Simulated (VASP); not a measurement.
A run of VASP 6.6.1:

INCAR

```
SYSTEM = Sn
  PREC = Accurate
  ENCUT = 520
  EDIFF = 1E-6
  ISMEAR = -1
  SIGMA = 0.05
  LREAL = .False.
  LASPH = .True.
  NELM = 60
  ALGO = Normal
  ISIF = 2
  LWAVE = .False.
  LCHARG = .False.
  GGA = PS
  IVDW = 12
  NBANDS = 21
```

KPOINTS

```
regular mesh
0
Gamma
  9 9 9
  0 0 0
```

The input POSCAR:

```
Sn
1.0
   -2.8796855383      2.8796855383      1.5525314369
    2.8796855383     -2.8796855383      1.5525314369
    2.8796855383      2.8796855383     -1.5525314369
Sn
2
Direct
    0.0000000000      0.0000000000      0.0000000000
    0.7500000000      0.2500000000      0.5000000000
```

Potentials or basis: VASP PAW PBE potentials, release 64 (Sn_d).

Launch:

```sh
$ cat potpaw_PBE.64/Sn_d/POTCAR > POTCAR
$ mpirun -np 1 vasp_std > vasp.out
```

Hardware: 1 thread of Intel(R) Xeon(R) 6975P-C (Granite Rapids), on a shared host.

Estimate the wall time of this run.

It took 18 s on 1 thread of Intel(R) Xeon(R) 6975P-C (Granite Rapids), on a shared host, peak memory 0.21 GiB. Counts: scf iterations 10, k points 75.
